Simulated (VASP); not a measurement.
**Re: single point with PBEsol**

Re:

```
Re
1.0
     2.64968    0.00000    0.00000
    -1.32484    2.29469    0.00000
     0.00000    0.00000    2.47580
Re
1
Direct
  0.00000 0.00000 0.00000
```

```
Program                : VASP 6.6.1
Task                   : single point
Functional             : PBEsol
Potentials or basis    : VASP PAW PBE potentials, release 64 (Re)
Cutoff                 : 520 eV
k mesh                 : 9 × 9 × 8
Occupations            : gaussian, width 0.1 eV
Spin                   : no spin polarisation
Dipole correction      : no
Further INCAR settings : ALGO = Normal; EDIFF = 1e-07; NBANDS = 10
```

```yaml
Pressure: 19.0 GPa
```

Stress tensor (GPa, compression positive):
```
29.97  0.00  0.00
 0.00 29.97  0.00
 0.00  0.00 -3.08
```

Levels at points of the mesh, in eV from the Fermi level:
| k point | band 1 | band 2 | band 3 | band 4 | band 5 | band 6 | band 7 |
| --- | --- | --- | --- | --- | --- | --- | --- |
| (0.00, 0.00, 0.00) | -10.23 | -6.04 | -2.11 | -2.11 | 4.19 | 4.19 | 13.76 |
| (0.00, 0.00, 0.50) | -6.58 | -1.29 | -1.13 | -1.13 | 0.03 | 0.03 | 10.11 |

Run time: 5.9 s on 1 thread of Intel(R) Xeon(R) Platinum 8559C (Emerald Rapids), with other jobs on the host, peak memory 0.13 GiB.

Caveat: the PAW data sets were made with another functional, which shifts forces and pressure a little; spin-orbit coupling is left out, which moves the levels of the heavy elements.
